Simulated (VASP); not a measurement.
Write the native input for VASP 6.6.1 that does the following.

- Task: electric field gradients
- Functional: LDA
- Potentials or basis: VASP PAW LDA potentials, release 64 (Pt)
- Cutoff: 520 eV
- k mesh: 16 × 16 × 16
- Occupations: fermi-dirac, width 0.05 eV
- Spin: no spin polarisation
- Dipole correction: no
- Further INCAR settings: ALGO = Normal; EDIFF = 1e-08; NBANDS = 11

The structure of Pt lies in POSCAR:

```
Pt
1.0
    0.0000000000      1.9846323507      1.9846323507
    1.9846323507      0.0000000000      1.9846323507
    1.9846323507      1.9846323507      0.0000000000
Pt
1
Direct
    0.0000000000      0.0000000000      0.0000000000
```

This cell differs from its parent crystal: volume scaled by 1.02.

The input as run:

INCAR

```
ALGO = Normal ; EDIFF = 1E-8
ENCUT = 520 ; GGA = CA
ISIF = 2 ; ISMEAR = -1
LASPH = T ; LCHARG = F
LEFG = T ; LREAL = F
LWAVE = F ; NBANDS = 11
NELM = 80 ; PREC = Accurate
SIGMA = 0.05
```

KPOINTS

```
k-points
0
Gamma
  16 16 16
```

Potentials or basis: VASP PAW LDA potentials, release 64 (Pt).

The run is started by

```sh
$ cat potpaw_LDA.64/Pt/POTCAR > POTCAR
$ mpirun -np 1 vasp_std > vasp.out
```

It gave:

| Quantity | Value |
| --- | --- |
| Pressure | -14.6 GPa |
| Band gap on the k mesh | zero (band 5 reaches 10.90 eV, above the bottom of band 6 at 8.82 eV) |

Caveat: without QUAD_EFG the Cq values of the log hold for a quadrupole moment of 1 mb, not for the nuclei; spin-orbit coupling is left out, which moves the levels of the heavy elements.

It took 12 s on 1 thread of Intel(R) Xeon(R) Platinum 8559C (Emerald Rapids), on a shared host, peak memory 0.15 GiB.
